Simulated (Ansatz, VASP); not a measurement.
# PC6: VASP beside Ansatz

File INCAR:

```
ALGO     = Normal         # electronic algorithm
EDIFF    = 1E-6           # SCF threshold, eV
ENCUT    = 520            # plane-wave cutoff, eV
GGA      = PE             # functional
ISIF     = 2              # what is computed and relaxed
ISMEAR   = 0              # smearing method
ISPIN    = 2              # spin polarisation
LASPH    = True           # aspherical terms in the spheres
LCHARG   = False          # write CHGCAR
LORBIT   = 11             # projections on sites
LREAL    = False          # projectors in reciprocal space
LWAVE    = False          # write WAVECAR
MAGMOM   = 0 1 1 1 1 1 1  # initial moments
NBANDS   = 28             # bands
NELM     = 150            # most SCF steps
PREC     = Accurate       # precision mode
SIGMA    = 0.1            # smearing width, eV
```

File KPOINTS:

```
k-points
0
Gamma
  6 6 6
```

The input POSCAR:

```
PC6
1.0
   -2.5164959210      2.5164959210      2.6493547537
    2.5164959210     -2.5164959210      2.6493547537
    2.5164959210      2.5164959210     -2.6493547537
P C
1 6
Direct
    0.0000000000      0.0000000000      0.0000000000
    0.0000000000      0.6237839794      0.6237839794
    0.0000000000      0.3762160206      0.3762160206
    0.6197653600      0.6197653600      0.0000000000
    0.3802346400      0.3802346400      0.0000000000
    0.6237839794      0.0000000000      0.6237839794
    0.3762160206      0.0000000000      0.3762160206
```

Input for Ansatz:

```yaml
crystal:
  lattice:
    - [-2.516495921, 2.516495921, 2.6493547537]
    - [2.516495921, -2.516495921, 2.6493547537]
    - [2.516495921, 2.516495921, -2.6493547537]
  atoms:
    - { symbol: P, position: [0.0, 0.0, 0.0] }
    - { symbol: C, position: [0.0, 0.6237839794, 0.6237839794], spin: 1.0 }
    - { symbol: C, position: [0.0, 0.3762160206, 0.3762160206], spin: 1.0 }
    - { symbol: C, position: [0.61976536, 0.61976536, 0.0], spin: 1.0 }
    - { symbol: C, position: [0.38023464, 0.38023464, 0.0], spin: 1.0 }
    - { symbol: C, position: [0.6237839794, 0.0, 0.6237839794], spin: 1.0 }
    - { symbol: C, position: [0.3762160206, 0.0, 0.3762160206], spin: 1.0 }
basis:
  ecutwfc: 420
kpoints:
  mp_grid: { grid: [6, 6, 6] }
hamiltonian:
  xc: pbe
scf:
  occupations: { method: gaussian, width: 0.1 }
  lower_state_search: "off"
output:
  forces: true
  stress: true
  eigenvalues: true
  populations: true
magnetization:
  spin_polarized: true
```

Change from the starting cell: species swapped into the TcF6 type (I4/mmm, No. 139).

Alike in both runs: task single point; functional PBE; k mesh 6 × 6 × 6; occupations gaussian, width 0.1 eV; collinear spin.

|  | VASP | Ansatz |
| --- | --- | --- |
| version | VASP 6.6.1 | Ansatz 0.2.0 |
| potentials or method | VASP PAW PBE potentials, release 64 (P, C), cutoff 520 eV | scalar-relativistic, plane waves, PAW |
| valence electrons in the cell | 29 | 29 |

Ansatz gave:

```
gap on the k mesh at the Fermi level (eV)                     : none
pressure (GPa)                                                : 0.0
traceless stress, the component that is largest in VASP (GPa) : -0.09
rms of the force components (eV/Å)                            : 0.001
net moment per atom (μB)                                      : 0.00
```

Problem. What did VASP give for the same quantities?

Solution. gap on the k mesh at the Fermi level (eV): none; pressure (GPa): 0.1; traceless stress, the component that is largest in VASP (GPa): -0.04; rms of the force components (eV/Å): 0.060; net moment per atom (μB): 0.00.

Atom by atom the forces differ by 0.061 eV/Å (rms over components). A gap of «none» marks a metal or a gap that the smearing closes. Ansatz's warnings: seeded moment not kept.
